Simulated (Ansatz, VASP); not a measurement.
**Ti in VASP and in Ansatz**

INCAR

```
SYSTEM = Ti
PREC = Accurate ; ENCUT = 520
EDIFF = 1E-8 ; ISMEAR = -1
SIGMA = 0.05 ; LREAL = .FALSE.
LASPH = .TRUE. ; NELM = 80
ALGO = Normal ; ISIF = 2
LWAVE = .FALSE. ; LCHARG = .FALSE.
GGA = PS ; LEFG = .TRUE.
NBANDS = 19
```

KPOINTS

```
regular mesh
0
G
  14 14 8
  0 0 0
```

POSCAR

```
Ti
1.0
    2.8909979032      0.0000000000      0.0000000000
   -1.4454989516      2.5036776264      0.0000000000
    0.0000000000      0.0000000000      4.6860000000
Ti
2
Direct
    0.3333333333      0.6666666667      0.2500000000
    0.6666666667      0.3333333333      0.7500000000
```

Input for Ansatz:

```yaml
crystal:
  lattice:
    - [2.8909979032, 0.0, 0.0]
    - [-1.4454989516, 2.5036776264, 0.0]
    - [0.0, 0.0, 4.686]
  atoms:
    - { symbol: Ti, position: [0.3333333333, 0.6666666667, 0.25] }
    - { symbol: Ti, position: [0.6666666667, 0.3333333333, 0.75] }
kpoints:
  mp_grid: { grid: [14, 14, 8] }
scf:
  occupations: { method: fermi_dirac, width: 0.05 }
hamiltonian:
  xc: pbesol
  pseudopotentials: { kind: paw }
output:
  forces: true
  stress: true
  eigenvalues: true
  efg: { contact_densities: true }
```

Change from the starting cell: equal xx and yy strain of -2 %, PAW files.

Alike in both runs: task electric field gradients; functional PBEsol; k mesh 14 × 14 × 8; occupations fermi-dirac, width 0.05 eV; no spin polarisation.

```csv
,VASP,Ansatz
version,VASP 6.6.1,Ansatz 0.2.0
potentials or method,"VASP PAW PBE potentials, release 64 (Ti_sv)","PAW with Ansatz's default frozen-core files, scalar-relativistic"
plane-wave cutoff (eV),520,420
valence electrons in the cell,24,24
```

|  | VASP | Ansatz | Ansatz less VASP |
| --- | --- | --- | --- |
| pressure (GPa) | -1.9 | -1.6 | +0.28 |
| traceless stress, the component that is largest in VASP (GPa) | -1.82 | -1.83 | -0.014 |
| size of Vzz on the site where it differs most (V/Å²) | 13.9 | 15.6 | +1.67 |

VASP's potentials were made for PBE, not for PBEsol.
